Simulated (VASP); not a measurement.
# BP in VASP: single point with LDA

Aim: the single point of BP with LDA.

Program: VASP 6.6.1. These are calculated values, not measurements. Logs are shortened: lines on timing, memory, paths and dates and some standing lists are left out, and cuts for length are marked.

**1. The cell of the first run**

The cell holds a sheet with vacuum, 2 atoms: a = 3.179 Å, b = 3.179 Å, c = 23.800 Å, α = 90.00°, β = 90.00°, γ = 120.00°.

**2. Single point, LDA**

Contents of INCAR:

```
PREC = Accurate
ENCUT = 420
EDIFF = 1E-6
ISMEAR = 0
SIGMA = 0.03
LREAL = False
LASPH = True
NELM = 120
ALGO = Normal
ISIF = 2
LWAVE = False
LCHARG = False
LDIPOL = True
IDIPOL = 3
DIPOL = 0.5 0.5 0.294
GGA = CA
NBANDS = 11
GGA_COMPAT = False
NELMDL = -8
```

Contents of KPOINTS:

```
regular mesh
0
Gamma
  12 12 1
```

Contents of POSCAR:

```
BP
1.0
    3.1788264287      0.0000000000      0.0000000000
   -1.5894132143      2.7529444414      0.0000000000
    0.0000000000      0.0000000000     23.8000000000
B P
1 1
Direct
    0.3333333333      0.6666666667      0.2941176471
    0.6666666667      0.3333333333      0.2941176471
```

Potentials or basis: VASP PAW LDA potentials, release 64 (B, P).

Run with:

```
$ cat potpaw_LDA.64/B/POTCAR potpaw_LDA.64/P/POTCAR > POTCAR
$ mpirun -np 1 vasp_std > vasp.out
```

OUTCAR:

```text
PREC = Accurate
   ENCUT = 420
   EDIFF = 1E-6
   ISMEAR = 0
   LREAL = False
   LASPH = True
   NELM = 120
   ISIF = 2
   GGA = CA
   NELMDL = -8

 ion  position               nearest neighbor table
   1  0.333  0.667  0.294-   2 1.84   2 1.84   2 1.84
   2  0.667  0.333  0.294-   1 1.84   1 1.84   1 1.84

  LATTYP: Found a hexagonal cell.
 ALAT       =     3.1788264287
 C/A-ratio  =     7.4870398035

  Lattice vectors:

 A1 = (   3.1788264287,   0.0000000000,   0.0000000000)
 A2 = (  -1.5894132143,   2.7529444414,   0.0000000000)
 A3 = (   0.0000000000,   0.0000000000,  23.8000000000)

Analysis of symmetry for initial positions (statically):
=====================================================================
 Subroutine PRICEL returns:
 Original cell was already a primitive cell.

 Routine SETGRP: Setting up the symmetry group for a
 hexagonal supercell.

 Subroutine GETGRP returns: Found 12 space group operations
 (whereof  6 operations were pure point group operations)
 out of a pool of 24 trial point group operations.

The static configuration has the point symmetry C_3v.
 The point group associated with its full space group is D_3h.

Analysis of symmetry for dynamics (positions and initial velocities):
=====================================================================
 Subroutine PRICEL returns:
 Original cell was already a primitive cell.

 Routine SETGRP: Setting up the symmetry group for a
 hexagonal supercell.

 Subroutine GETGRP returns: Found 12 space group operations
 (whereof  6 operations were pure point group operations)
 out of a pool of 24 trial point group operations.

The dynamic configuration has the point symmetry C_3v.
 The point group associated with its full space group is D_3h.

 Subroutine INISYM returns: Found 12 space group operations
 (whereof  6 operations are pure point group operations),
 and found     1 'primitive' translations

----------------------------------------------------------------------------------------

                                     Primitive cell

  volume of cell :     208.2770

  direct lattice vectors                    reciprocal lattice vectors
     3.178826429  0.000000000  0.000000000     0.314581504  0.181623716  0.000000000
    -1.589413214  2.752944441  0.000000000     0.000000000  0.363247432  0.000000000
     0.000000000  0.000000000 23.800000000     0.000000000  0.000000000  0.042016807

  length of vectors
     3.178826429  3.178826429 23.800000000     0.363247432  0.363247432  0.042016807

  position of ions in fractional coordinates (direct lattice)
     0.333333333  0.666666667  0.294117647
     0.666666667  0.333333333  0.294117647

  ion indices of the primitive-cell ions
   primitive index   ion index
                 1           1
                 2           2

----------------------------------------------------------------------------------------

 KPOINTS: regular mesh

Automatic generation of k-mesh.
 Grid dimensions read from file:
 generate k-points for:   12   12    1

 Generating k-lattice:

  Cartesian coordinates                     Fractional coordinates (reciprocal lattice)
     0.026215125  0.015135310  0.000000000     0.083333333  0.000000000  0.000000000
     0.000000000  0.030270619  0.000000000     0.000000000  0.083333333  0.000000000
     0.000000000  0.000000000  0.042016807     0.000000000  0.000000000  1.000000000

  Length of vectors
     0.030270619  0.030270619  0.042016807

  Shift w.r.t. Gamma in fractional coordinates (k-lattice)
     0.000000000  0.000000000  0.000000000

 Subroutine IBZKPT returns following result:
 ===========================================

 Found     19 irreducible k-points:

 Following reciprocal coordinates:
            Coordinates               Weight
  0.000000  0.000000  0.000000      1.000000
  0.083333  0.000000  0.000000      6.000000
  0.166667  0.000000  0.000000      6.000000
  0.250000  0.000000  0.000000      6.000000
  0.333333  0.000000  0.000000      6.000000
  0.416667  0.000000  0.000000      6.000000
[... 11 lines left out ...]
  0.333333  0.250000  0.000000     12.000000
  0.333333  0.333333  0.000000      2.000000
   k-points           NKPTS =     19   k-points in BZ     NKDIM =     19   number of bands    NBANDS=     11
   number of dos      NEDOS =    301   number of ions     NIONS =      2
   total plane-waves  NPLWV =  92160
   dimension x,y,z NGX =    24 NGY =   24 NGZ =  160
   dimension x,y,z NGXF=    48 NGYF=   48 NGZF=  320
   ions per type =               1   1
   NGX,Y,Z   is equivalent  to a cutoff of  12.55, 12.55, 11.18 a.u.
   NGXF,Y,Z  is equivalent  to a cutoff of  25.10, 25.10, 22.35 a.u.
 SYSTEM =  unknown system
   PREC   = accura    normal or accurate (medium, high low for compatibility)
   ISTART =      0    job   : 0-new  1-cont  2-samecut
   ICHARG =      2    charge: 1-file 2-atom 10-const
   ISPIN  =      1    spin polarized calculation?
   LNONCOLLINEAR =      F non collinear calculations
   LSORBIT =      F    spin-orbit coupling
   LASPH  =      T    aspherical Exc in radial PAW
   ENCUT  =  420.0 eV  30.87 Ry    5.56 a.u.   5.31  5.31 39.77*2*pi/ulx,y,z
   NELM   =    120;   NELMIN=  2; NELMDL= -8     # of ELM steps
   EDIFF  = 0.1E-05   stopping-criterion for ELM
   LREAL  =      F    real-space projection
   EDIFFG = 0.1E-04   stopping-criterion for IOM
   NSW    =      0    number of steps for IOM
   IBRION =     -1    ionic relax: 0-MD 1-quasi-New 2-CG
   NFREE  =      0    steps in history (QN), initial steepest desc. (CG)
   ISIF   =      2    stress and relaxation
   ISYM   =      2    0-nonsym 1-usesym 2-fastsym
   POTIM  = 0.5000    time-step for ionic-motion
   TEBEG  =    0.0;   TEEND  =   0.0 temperature during run
   PSTRESS=    0.0 pullay stress
   NELECT =       8.0000    total number of electrons
   NUPDOWN=      -1.0000    fix difference up-down
   EMIN   =  10.00;   EMAX   =-10.00  energy-range for DOS
   EFERMI =   0.00;   METHOD = LEGACY
   ISMEAR =     0;   SIGMA  =   0.03  broadening in eV -4-tet -1-fermi 0-gaus
   EFERMI_NEDOS =   21; number of points for ismear=-14 and -15
   IALGO  =     38    algorithm
   IMIX   =      4    mixing-type and parameters
     AMIX     =   0.40;   BMIX     =  1.00
     AMIX_MAG =   1.60;   BMIX_MAG =  1.00
  volume/ion in A,a.u.               =     104.14       702.76
  Fermi-wavevector in a.u.,A,eV,Ry     =   0.552363  1.043814  4.151201  0.305105
  Thomas-Fermi vector in A             =   1.584770
   LORBIT       =      0    0 simple, 1 ext, 2 COOP (PROOUT), +10 PAW based schemes
   GGA     = CA    functional components
   LHFCALC =     F    Hartree Fock is set to
   AEXX    =    0.0000 exact exchange contribution
   IVDW    =     0    specifies the selected vdW correction
   LEPSILON=     F    determine dielectric tensor
   LRPA    =     F    only Hartree local field effects (RPA)
 non-spin polarized calculation
 Gauss-broadening in eV      SIGMA  =   0.03
  energy-cutoff  :      420.00
  volume of cell :      208.28
 maximum number of plane-waves:      4109
 NGX is ok and might be reduce to    24
   NGX = 11   NGY = 11   NGZ = 79

 dipolmoment           0.000000      0.000000     -0.000000 electrons x Angstroem

 number of electron       8.0000001 magnetization

 dipolmoment           0.000000      0.000000      0.000001 electrons x Angstroem

 Free energy of the ion-electron system (eV)
  ---------------------------------------------------
  ext. energy  EPLUGINS =         0.00000000
  ---------------------------------------------------
  free energy    TOTEN  =       -13.35230464 eV

  energy without entropy =      -13.35230464  energy(sigma->0) =      -13.35230464

 E-fermi :  -3.6782     XC(G=0):  -1.8623

 val. band max:       -3.8834125877   @ k =   0.3333   0.3333   0.0000
 cond. band min:      -3.0682683685   @ k =   0.3333   0.3333   0.0000
 fundamental gap:      0.8151442193
 Fermi energy:        -3.6781915329

 k-point     1 :       0.0000    0.0000    0.0000
  band No.  band energies     occupation
      1     -17.6642      2.00000
      2      -8.2007      2.00000
      3      -5.5355      2.00000
      4      -5.5355      2.00000
      5      -0.1830      0.00000
      6       0.8202      0.00000
      7       0.8202      0.00000
      8       1.1495      0.00000
      9       1.4364      0.00000
     10       2.0451      0.00000
     11       2.0700      0.00000

 k-point     2 :       0.0833    0.0000    0.0000
  band No.  band energies     occupation
      1     -17.5567      2.00000
      2      -8.0830      2.00000
      3      -6.0633      2.00000
      4      -5.7457      2.00000
      5      -0.0617      0.00000
      6       0.6366      0.00000
      7       1.2606      0.00000
      8       1.2838      0.00000
      9       1.5767      0.00000
     10       2.1808      0.00000
     11       2.3639      0.00000

 k-point     3 :       0.1667    0.0000    0.0000
  band No.  band energies     occupation
      1     -17.2369      2.00000
      2      -7.7325      2.00000
      3      -7.3209      2.00000
      4      -6.2299      2.00000
      5       0.1050      0.00000
      6       0.4420      0.00000
      7       1.6828      0.00000
      8       1.9907      0.00000
      9       2.4302      0.00000
     10       2.5802      0.00000
     11       2.8283      0.00000
[... 197 lines left out ...]
 k-point    18 :       0.3333    0.2500    0.0000
  band No.  band energies     occupation
      1     -14.4141      2.00000
      2     -11.7056      2.00000
      3      -9.8569      2.00000
      4      -4.4182      2.00000
      5      -2.5819      0.00000
      6       2.6471      0.00000
      7       2.6939      0.00000
      8       4.1339      0.00000
      9       5.3009      0.00000
     10       6.2909      0.00000
     11       6.5247      0.00000

 k-point    19 :       0.3333    0.3333    0.0000
  band No.  band energies     occupation
      1     -14.1516      2.00000
      2     -11.7464      2.00000
      3     -10.3252      2.00000
      4      -3.8834      2.00000
      5      -3.0683      0.00000
      6       2.3175      0.00000
      7       3.4742      0.00000
      8       4.5137      0.00000
      9       5.8622      0.00000
     10       6.9363      0.00000
     11       7.0361      0.00000

------------------------ aborting loop because EDIFF is reached ----------------------------------------

 vacuum level on the upper side and lower side of the slab       (xc-potential included)        -0.008        -0.008

  FORCE on cell =-STRESS in cart. coord.  units (eV):
  Direction    XX          YY          ZZ          XY          YZ          ZX
  --------------------------------------------------------------------------------------
  -------------------------------------------------------------------------------------
  Total       -0.0253489     -0.0253489     -0.0042064     -0.0000000      0.0000000      0.0000000
  in kB       -0.1949976     -0.1949976     -0.0323579     -0.0000000      0.0000000      0.0000000
  external PRESSURE =      -0.1407844 kB  Pullay stress =       0.0000000 kB

 VOLUME and BASIS-vectors are now :
 -----------------------------------------------------------------------------
  energy-cutoff  :      420.00
  volume of cell :      208.28
      direct lattice vectors                 reciprocal lattice vectors
     3.178826429  0.000000000  0.000000000     0.314581504  0.181623716  0.000000000
    -1.589413214  2.752944441  0.000000000     0.000000000  0.363247432  0.000000000
     0.000000000  0.000000000 23.800000000     0.000000000  0.000000000  0.042016807

 POSITION                                       TOTAL-FORCE (eV/Angst)
 -----------------------------------------------------------------------------------
     -0.00000      1.83530      7.00000         0.000000     -0.000000     -0.000000
      1.58941      0.91765      7.00000        -0.000000      0.000000      0.000000
 -----------------------------------------------------------------------------------
    total drift:                               -0.000000      0.000000      0.000001

  FREE ENERGIE OF THE ION-ELECTRON SYSTEM (eV)
  ---------------------------------------------------
  free  energy   TOTEN  =       -13.3523046373 eV

  energy  without entropy=      -13.3523046373  energy(sigma->0) =      -13.35230464

 vacuum level on the upper side and lower side of the slab         1.383         1.383
```

Run time: 46 s. Hardware: 1 thread of Intel Xeon Platinum 8488C (Sapphire Rapids), shared host; peak memory 0.23 GiB.

What came out:

* Free energy: -13.3523 eV
* Band gap on the k mesh: 0.82 eV
